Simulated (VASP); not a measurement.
# TePb (P6_3/mmc) in VASP: settings compared, part 2 of 2

VASP 6.6.1.

## Step 5: Single point, PBEsol+D4

File INCAR:

```
SYSTEM = TePb
PREC = Accurate
ENCUT = 520
EDIFF = 1E-6
ISMEAR = -1
SIGMA = 0.02
LREAL = .FALSE.
LASPH = .TRUE.
NELM = 100
ALGO = Normal
ISIF = 2
LWAVE = .FALSE.
LCHARG = .FALSE.
GGA = PS
IVDW = 13
NBANDS = 28
```

File KPOINTS:

```
regular mesh
0
G
  6 6 2
  0 0 0
```

File POSCAR:

```
TePb
1.0
    4.5439515437      0.0000000000      0.0000000000
   -2.2719757718      3.9351774704      0.0000000000
    0.0000000000      0.0000000000      7.9257636037
Pb Te
2 2
Direct
    0.0000000000      0.0000000000      0.0000000000
    0.0000000000      0.0000000000      0.5000000000
    0.3333333333      0.6666666667      0.2500000000
    0.6666666667      0.3333333333      0.7500000000
```

Potentials or basis: VASP PAW PBE potentials, release 64 (Pb_d, Te).

Started as:

```sh
cat potpaw_PBE.64/Pb_d/POTCAR potpaw_PBE.64/Te/POTCAR > POTCAR
mpirun -np 1 vasp_std > vasp.out
```

OUTCAR:

```text
SYSTEM = TePb
   PREC = Accurate
   ENCUT = 520
   EDIFF = 1E-6
   ISMEAR = -1
   LREAL = .FALSE.
   LASPH = .TRUE.
   NELM = 100
   ISIF = 2
   GGA = PS
   IVDW = 13

 ion  position               nearest neighbor table
   1  0.000  0.000  0.000-   3 3.29   4 3.29   3 3.29   4 3.29   4 3.29   3 3.29   2 3.96   2 3.96

   2  0.000  0.000  0.500-   3 3.29   4 3.29   3 3.29   4 3.29   4 3.29   3 3.29   1 3.96   1 3.96

   3  0.333  0.667  0.250-   1 3.29   2 3.29   1 3.29   2 3.29   1 3.29   2 3.29
   4  0.667  0.333  0.750-   1 3.29   2 3.29   1 3.29   2 3.29   1 3.29   2 3.29

  LATTYP: Found a hexagonal cell.
 ALAT       =     4.5439515437
 C/A-ratio  =     1.7442447455

  Lattice vectors:

 A1 = (   4.5439515437,   0.0000000000,   0.0000000000)
 A2 = (  -2.2719757718,   3.9351774704,   0.0000000000)
 A3 = (   0.0000000000,   0.0000000000,   7.9257636037)

Analysis of symmetry for initial positions (statically):
=====================================================================
 Subroutine PRICEL returns:
 Original cell was already a primitive cell.

 Routine SETGRP: Setting up the symmetry group for a
 hexagonal supercell.

 Subroutine GETGRP returns: Found 24 space group operations
 (whereof 12 operations were pure point group operations)
 out of a pool of 24 trial point group operations.

The static configuration has the point symmetry D_3d.
 The point group associated with its full space group is D_6h.

Analysis of symmetry for dynamics (positions and initial velocities):
=====================================================================
 Subroutine PRICEL returns:
 Original cell was already a primitive cell.

 Routine SETGRP: Setting up the symmetry group for a
 hexagonal supercell.

 Subroutine GETGRP returns: Found 24 space group operations
 (whereof 12 operations were pure point group operations)
 out of a pool of 24 trial point group operations.

[... 110 lines left out ...]
   EFERMI_NEDOS =   21; number of points for ismear=-14 and -15
   IALGO  =     38    algorithm
   IMIX   =      4    mixing-type and parameters
     AMIX     =   0.40;   BMIX     =  1.00
     AMIX_MAG =   1.60;   BMIX_MAG =  1.00
  volume/ion in A,a.u.               =      35.43       239.10
  Fermi-wavevector in a.u.,A,eV,Ry     =   1.073862  2.029305 15.689959  1.153179
  Thomas-Fermi vector in A             =   2.209674
   LORBIT       =      0    0 simple, 1 ext, 2 COOP (PROOUT), +10 PAW based schemes
   GGA     = PS    functional components
   LHFCALC =     F    Hartree Fock is set to
   AEXX    =    0.0000 exact exchange contribution
   IVDW    =    13    specifies the selected vdW correction
   LEPSILON=     F    determine dielectric tensor
   LRPA    =     F    only Hartree local field effects (RPA)
 non-spin polarized calculation
  energy-cutoff  :      520.00
  volume of cell :      141.72
 maximum number of plane-waves:      3846
 NGX is ok and might be reduce to    36
   NGX = 17   NGY = 17   NGZ = 29

 number of electron      40.0000007 magnetization

 Free energy of the ion-electron system (eV)
  ---------------------------------------------------
  ext. energy  EPLUGINS =         0.00000000
  ---------------------------------------------------
  free energy    TOTEN  =       -16.28832183 eV

  energy without entropy =      -16.28702349  energy(sigma->0) =      -16.28767266

 E-fermi :   5.4611     XC(G=0):  -9.2362

 val. band max:        5.4544654123   @ k =   0.3333   0.3333   0.0000
 cond. band min:       5.5312768934   @ k =   0.5000  -0.0000   0.0000
 fundamental gap:      0.0768114811
 Fermi energy:         5.4610607878

 k-point     1 :       0.0000    0.0000    0.0000
  band No.  band energies     occupation
      1     -11.7544      2.00000
      2     -11.7406      2.00000
      3     -11.7406      2.00000
      4     -11.7274      2.00000
      5     -11.7274      2.00000
      6     -11.7170      2.00000
[... 423 lines left out ...]
     27      11.4920      0.00000
     28      11.4920      0.00000

------------------------ aborting loop because EDIFF is reached ----------------------------------------

  DFT-D4 for vdW energy calculation

  Edisp (eV):   -0.97299

  FORCE on cell =-STRESS in cart. coord.  units (eV):
  Direction    XX          YY          ZZ          XY          YZ          ZX
  --------------------------------------------------------------------------------------
  -------------------------------------------------------------------------------------
  Total      -1.88842    -1.88842    -2.50369    -0.00000    -0.00000     0.00000
  in kB     -21.34866   -21.34866   -28.30427    -0.00000    -0.00000     0.00000
  external pressure =      -23.67 kB  Pullay stress =        0.00 kB

 VOLUME and BASIS-vectors are now :
 -----------------------------------------------------------------------------
  energy-cutoff  :      520.00
  volume of cell :      141.72
      direct lattice vectors                 reciprocal lattice vectors
     4.543951544  0.000000000  0.000000000     0.220072769  0.127059073  0.000000000
    -2.271975772  3.935177470  0.000000000     0.000000000  0.254118145  0.000000000
     0.000000000  0.000000000  7.925763604     0.000000000  0.000000000  0.126170808

 POSITION                                       TOTAL-FORCE (eV/Angst)
 -----------------------------------------------------------------------------------
      0.00000      0.00000      0.00000         0.000000      0.000000     -0.000000
      0.00000      0.00000      3.96288         0.000000      0.000000     -0.000000
     -0.00000      2.62345      1.98144        -0.000000      0.000000      0.000000
      2.27198      1.31173      5.94432        -0.000000      0.000000      0.000000
 -----------------------------------------------------------------------------------
    total drift:                               -0.000000      0.000000     -0.000000

  FREE ENERGIE OF THE ION-ELECTRON SYSTEM (eV)
  ---------------------------------------------------
  free  energy   TOTEN  =       -17.2613109886 eV

  energy  without entropy=      -17.2600126497  energy(sigma->0) =      -17.26066182
```

stdout:

```text
POSCAR found type information on POSCAR PbTe
 POSCAR found :  2 types and       4 ions
 scaLAPACK will be used
 -----------------------------------------------------------------------------
|                                                                             |
|                                                                             |
|     You enforced a specific xc type in the INCAR file but a different       |
|     I HOPE YOU KNOW WHAT YOU ARE DOING!                                     |
|                                                                             |
 -----------------------------------------------------------------------------

 LDA part: xc-table for (Slater+PW92), standard interpolation
 POSCAR, INCAR and KPOINTS ok, starting setup
 FFT: planning ... GRIDC
 FFT: planning ... GRID_SOFT
 FFT: planning ... GRID
 WAVECAR not read
 entering main loop
```

Wall time 43 s (1 thread of Intel Xeon Platinum 8259CL at 2.50GHz (Skylake/Cascade Lake), shared host); peak memory 0.28 GiB.

What came out:

- Free energy: -17.2613 eV
- Pressure: -2.4 GPa
- Band gap on the k mesh: zero (band 20 reaches 5.45 eV, above the bottom of band 21 at 5.44 eV)
- Dispersion energy per atom: -0.243 eV

Levels at points of the mesh, in eV from the Fermi level:
| k point | band 16 | band 17 | band 18 | band 19 | band 20 | band 21 | band 22 | band 23 | band 24 | band 25 |
| --- | --- | --- | --- | --- | --- | --- | --- | --- | --- | --- |
| (0.00, 0.00, 0.00) | -1.68 | -1.68 | -1.13 | -1.13 | -0.13 | -0.02 | 1.91 | 1.91 | 2.25 | 2.25 |
| (0.50, 0.00, 0.00) | -3.97 | -2.94 | -1.28 | -1.27 | -1.10 | 0.07 | 0.81 | 1.88 | 3.53 | 3.98 |
| (0.00, 0.00, 0.50) | -1.47 | -1.41 | -1.41 | -1.41 | -1.41 | 1.98 | 1.98 | 1.98 | 1.98 | 1.98 |
| (0.50, 0.00, 0.50) | -3.23 | -2.60 | -2.60 | -2.35 | -2.35 | 1.86 | 1.86 | 2.65 | 2.65 | 2.69 |

Caveat: the k points lie up to 0.40 Å⁻¹ apart; the PAW data sets were made with another functional, which shifts forces and pressure a little; spin-orbit coupling is left out, which moves the levels of the heavy elements; pairwise dispersion overbinds metals, which lowers pressure and volume.

## Step 6: The runs side by side

```csv
level,gap on the mesh (eV),pressure (GPa)
PBEsol,none,-1.6
PBEsol+D3(BJ),none,-3.3
PBEsol+D4,none,-2.4
```

Alike in all rows: task single point; potentials or basis VASP PAW PBE potentials, release 64 (Pb_d, Te); no spin polarisation; cell as given; k mesh 6 × 6 × 2; cutoff (eV) 520; smearing fermi-dirac 0.02 eV.

Caveats: all runs use coarse meshes; the PAW data sets were made with another functional, which shifts forces and pressure a little; spin-orbit coupling is left out, which moves the levels of the heavy elements; pairwise dispersion overbinds metals, which lowers pressure and volume (some runs).

Absolute energies hang on the potentials; compare differences alone.
